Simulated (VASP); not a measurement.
# HCl (I4/mmm) in VASP: single point with r2SCAN

Aim: the single point of HCl with r2SCAN.

Program: VASP 6.6.1. These are calculated values, not measurements. Logs are shortened: lines on timing, memory, paths and dates and some standing lists are left out, and cuts for length are marked.

## 1. The cell of the first run

Symmetry: I4/mmm, No. 139, tetragonal system. Conventional cell: a = 4.820 Å, b = 4.820 Å, c = 3.061 Å, α = 90.00°, β = 90.00°, γ = 90.00°. H (site symmetry 4/mmm) has 2 Cl at 1.53 Å within 2.0 Å. Cl (site symmetry 4/mmm) has 2 H at 1.53 Å within 2.0 Å.

## 2. Single point, r2SCAN

POSCAR

```
HCl
1.0
    0.0000000000      3.4081901881      3.4083414761
    1.5304107880      0.0000000000      3.4083414761
    1.5304107880      3.4081901881      0.0000000000
H Cl
1 1
Direct
    0.0000000000      0.0000000000      0.0000000000
    0.5000000000      0.5000000000      0.5000000000
```

INCAR.step1

```
SYSTEM = HCl
  PREC = Accurate
  ENCUT = 520
  ISMEAR = 0
  SIGMA = 0.01
  LREAL = .FALSE.
  LASPH = .TRUE.
  NELM = 60
  NBANDS = 11
  GGA = PE
  ALGO = Normal
  EDIFF = 1E-4
  LWAVE = .TRUE.
  LCHARG = .FALSE.
```

INCAR.step2

```
SYSTEM = HCl
  PREC = Accurate
  ENCUT = 520
  EDIFF = 1E-6
  ISMEAR = 0
  SIGMA = 0.01
  LREAL = .FALSE.
  LASPH = .TRUE.
  NELM = 60
  ALGO = Normal
  ISIF = 2
  LWAVE = .FALSE.
  LCHARG = .FALSE.
  METAGGA = R2SCAN
  LMIXTAU = .TRUE.
  NBANDS = 11
  ISTART = 1
```

KPOINTS

```
regular mesh
0
G
  10 10 10
  0 0 0
```

Potentials or basis: VASP PAW PBE potentials, release 64 (H, Cl).

Launch:

```console
$ cat potpaw_PBE.64/H/POTCAR potpaw_PBE.64/Cl/POTCAR > POTCAR
$ cp INCAR.step1 INCAR
$ mpirun -np 1 vasp_std > vasp.out
$ cp INCAR.step2 INCAR
$ mpirun -np 1 vasp_std > vasp.out
```

OUTCAR:

```text
SYSTEM = HCl
   PREC = Accurate
   ENCUT = 520
   EDIFF = 1E-6
   ISMEAR = 0
   LREAL = .FALSE.
   LASPH = .TRUE.
   NELM = 60
   ISIF = 2
   METAGGA = R2SCAN
   ISTART = 1

 ion  position               nearest neighbor table
   1  0.000  0.000  0.000-   2 1.53   2 1.53
   2  0.500  0.500  0.500-   1 1.53   1 1.53

  LATTYP: Found a face centered orthorhombic cell.
 ALAT       =     3.0608215760
 B/A-ratio  =     2.2269773677
 C/A-ratio  =     2.2270762222

  Lattice vectors:

 A1 = (   0.0000000000,   3.4081901881,   3.4083414761)
 A2 = (   1.5304107880,   0.0000000000,   3.4083414761)
 A3 = (   1.5304107880,   3.4081901881,   0.0000000000)

Analysis of symmetry for initial positions (statically):
=====================================================================
 Subroutine PRICEL returns:
 Original cell was already a primitive cell.

 Routine SETGRP: Setting up the symmetry group for a
 face centered orthorhombic supercell.

 Subroutine GETGRP returns: Found  8 space group operations
 (whereof  8 operations were pure point group operations)
 out of a pool of  8 trial point group operations.

The static configuration has the point symmetry D_2h.

Analysis of symmetry for dynamics (positions and initial velocities):
=====================================================================
 Subroutine PRICEL returns:
 Original cell was already a primitive cell.

 Routine SETGRP: Setting up the symmetry group for a
 face centered orthorhombic supercell.

 Subroutine GETGRP returns: Found  8 space group operations
 (whereof  8 operations were pure point group operations)
 out of a pool of  8 trial point group operations.

The dynamic configuration has the point symmetry D_2h.

 Subroutine INISYM returns: Found  8 space group operations
 (whereof  8 operations are pure point group operations),
 and found     1 'primitive' translations

----------------------------------------------------------------------------------------

                                     Primitive cell

  volume of cell :      35.5553

  direct lattice vectors                    reciprocal lattice vectors
     0.000000000  3.408190188  3.408341476    -0.326709668  0.146705428  0.146698916
     1.530410788  0.000000000  3.408341476     0.326709668 -0.146705428  0.146698916
     1.530410788  3.408190188  0.000000000     0.326709668  0.146705428 -0.146698916

  length of vectors
[... 89 lines left out ...]
   ISYM   =      2    0-nonsym 1-usesym 2-fastsym
   POTIM  = 0.5000    time-step for ionic-motion
   TEBEG  =    0.0;   TEEND  =   0.0 temperature during run
   PSTRESS=    0.0 pullay stress
   NELECT =       8.0000    total number of electrons
   NUPDOWN=      -1.0000    fix difference up-down
   EMIN   =  10.00;   EMAX   =-10.00  energy-range for DOS
   EFERMI =   0.00;   METHOD = LEGACY
   ISMEAR =     0;   SIGMA  =   0.01  broadening in eV -4-tet -1-fermi 0-gaus
   EFERMI_NEDOS =   21; number of points for ismear=-14 and -15
   IALGO  =     38    algorithm
   IMIX   =      4    mixing-type and parameters
     AMIX     =   0.40;   BMIX     =  1.00
     AMIX_MAG =   1.60;   BMIX_MAG =  1.00
  volume/ion in A,a.u.               =      17.78       119.97
  Fermi-wavevector in a.u.,A,eV,Ry     =   0.995718  1.881635 13.489565  0.991455
  Thomas-Fermi vector in A             =   2.127758
   LORBIT       =      0    0 simple, 1 ext, 2 COOP (PROOUT), +10 PAW based schemes
   METAGGA = R2SCAN    functional components
   LHFCALC =     F    Hartree Fock is set to
   AEXX    =    0.0000 exact exchange contribution
   IVDW    =     0    specifies the selected vdW correction
   LEPSILON=     F    determine dielectric tensor
   LRPA    =     F    only Hartree local field effects (RPA)
 non-spin polarized calculation
 Gauss-broadening in eV      SIGMA  =   0.01
  energy-cutoff  :      520.00
  volume of cell :       35.56
 maximum number of plane-waves:       974
   NGX = 17   NGY = 13   NGZ = 13

 number of electron       8.0000000 magnetization

 Free energy of the ion-electron system (eV)
  ---------------------------------------------------
  ext. energy  EPLUGINS =         0.00000000
  ---------------------------------------------------
  free energy    TOTEN  =        -9.96783153 eV

  energy without entropy =       -9.96783153  energy(sigma->0) =       -9.96783153

 E-fermi :  -2.3246     XC(G=0):  -7.9449

 val. band max:       -2.3734196308   @ k =   0.5000  -0.4000   0.1000
 cond. band min:       0.6142804019   @ k =   0.0000   0.5000   0.5000
 fundamental gap:      2.9877000327
 Fermi energy:        -2.3246213633

 k-point     1 :       0.0000    0.0000    0.0000
  band No.  band energies     occupation
      1     -17.7120      2.00000
      2      -2.7404      2.00000
      3      -2.6509      2.00000
      4      -2.6507      2.00000
      5       1.1316      0.00000
      6       5.4119      0.00000
      7       9.4925      0.00000
      8      15.0049      0.00000
      9      15.0052      0.00000
     10      16.0155      0.00000
     11      16.7341      0.00000
[... 309 lines left out ...]
 k-point    24 :       0.4000    0.3000    0.0000
  band No.  band energies     occupation
      1     -17.3945      2.00000
      2      -4.2506      2.00000
      3      -4.1169      2.00000
      4      -2.5175      2.00000
      5       2.5573      0.00000
      6       7.9757      0.00000
      7      10.2817      0.00000
      8      12.6271      0.00000
      9      13.4008      0.00000
     10      16.0883      0.00000
     11      17.2044      0.00000

 [... further k-points ...]

------------------------ aborting loop because EDIFF is reached ----------------------------------------

  FORCE on cell =-STRESS in cart. coord.  units (eV):
  Direction    XX          YY          ZZ          XY          YZ          ZX
  --------------------------------------------------------------------------------------
  -------------------------------------------------------------------------------------
  Total       -0.0657856      0.1112120      0.1110499     -0.0000000      0.0000000      0.0000000
  in kB       -2.9643985      5.0113804      5.0040749     -0.0000000      0.0000000      0.0000000
  external PRESSURE =       2.3503523 kB  Pullay stress =       0.0000000 kB

 VOLUME and BASIS-vectors are now :
 -----------------------------------------------------------------------------
  energy-cutoff  :      520.00
  volume of cell :       35.56
      direct lattice vectors                 reciprocal lattice vectors
     0.000000000  3.408190188  3.408341476    -0.326709668  0.146705428  0.146698916
     1.530410788  0.000000000  3.408341476     0.326709668 -0.146705428  0.146698916
     1.530410788  3.408190188  0.000000000     0.326709668  0.146705428 -0.146698916

 POSITION                                       TOTAL-FORCE (eV/Angst)
 -----------------------------------------------------------------------------------
      0.00000      0.00000      0.00000        -0.000000      0.000000      0.000000
      1.53041      3.40819      3.40834         0.000000      0.000000     -0.000000
 -----------------------------------------------------------------------------------
    total drift:                                0.000000      0.000000      0.000000

  FREE ENERGIE OF THE ION-ELECTRON SYSTEM (eV)
  ---------------------------------------------------
  free  energy   TOTEN  =        -9.9678315270 eV

  energy  without entropy=       -9.9678315270  energy(sigma->0) =       -9.96783153
```

Wall time 6.2 min (1 thread of Intel Xeon 6975P-C, shared host); peak memory 0.2 GiB.

Results:

| Quantity | Value |
| --- | --- |
| Free energy | -9.9678 eV |
| Pressure | 0.2 GPa |
| Band gap on the k mesh | 2.99 eV, indirect (least direct gap 3.35 eV) |

Caveat: the PAW data sets were made with another functional, which shifts forces and pressure a little.
